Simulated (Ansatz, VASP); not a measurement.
## Zn5O in VASP and in Ansatz

```
Zn O
1.0
     5.00017    0.00000    0.00000
    -2.50008    4.33027    0.00000
     0.00000    0.00000    4.41621
Zn O
5 1
Direct
  0.50000 0.00000 0.50000
  0.50000 0.50000 0.50000
  0.00000 0.50000 0.50000
  0.33333 0.66667 0.00000
  0.66667 0.33333 0.00000
  0.00000 0.00000 0.00000
```

Change from the starting cell: species swapped into the CaZn5 type (P6/mmm, No. 191).

Alike in both runs: functional PBE; k mesh 6 × 6 × 4; occupations gaussian, width 0.1 eV; collinear spin.

Ansatz relaxed the structure, and its values are those at the end. VASP's run is a single point on that final structure, the one shown.

|  | VASP | Ansatz |
| --- | --- | --- |
| version | VASP 6.6.1 | Ansatz 0.2.0 |
| potentials or method | VASP PAW PBE potentials, release 64 (Zn, O), cutoff 520 eV | scalar-relativistic, plane waves, PAW |
| valence electrons in the cell | 66 | 66 |

Ansatz gave:

| Item | Value |
| --- | --- |
| gap on the k mesh at the Fermi level (eV) | none |
| pressure (GPa) | 0.0 |
| net moment per atom (μB) | 0.18 |
| size of the moment on the site where the two differ most (μB) | 0.70 |

Problem. What did VASP give for the same quantities?

Solution. gap on the k mesh at the Fermi level (eV): none; pressure (GPa): -0.4; net moment per atom (μB): 0.00; size of the moment on the site where the two differ most (μB): 0.00.

The net moments are unlike, so the other rows may belong to different states. Site moments also hang on the region over which each program counts them. A gap of «none» marks a metal or a gap that the smearing closes.
